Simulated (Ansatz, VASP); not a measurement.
**AlN in VASP and in Ansatz**

```
Al N
1.0
     3.26200    0.00000    0.00000
    -1.63100    2.82497    0.00000
     0.00000    0.00000    3.97560
Al N
2 2
Direct
  0.33333 0.66667 0.75000
  0.66667 0.33333 0.25000
  0.33333 0.66667 0.25000
  0.66667 0.33333 0.75000
```

Alike in both runs: task single point; functional PBEsol; k mesh 9 × 9 × 6; occupations gaussian, width 0.05 eV; no spin polarisation.

|  | VASP | Ansatz |
| --- | --- | --- |
| version | VASP 6.6.1 | Ansatz 0.2.0 |
| potentials or method | VASP PAW PBE potentials, release 64 (Al, N), cutoff 520 eV | scalar-relativistic, plane waves, PAW |
| valence electrons in the cell | 16 | 16 |

Ansatz gave:

| Item | Value |
| --- | --- |
| gap on the k mesh at the Fermi level (eV) | 3.84 |
| least direct gap on the mesh (eV) | 3.84 |
| pressure (GPa) | 15.5 |
| traceless stress, the component that is largest in VASP (GPa) | 4.25 |

Estimate VASP's values.

gap on the k mesh at the Fermi level (eV): 3.86; least direct gap on the mesh (eV): 3.86; pressure (GPa): 15.5; traceless stress, the component that is largest in VASP (GPa): 4.24.

VASP's potentials were made for PBE, not for PBEsol.
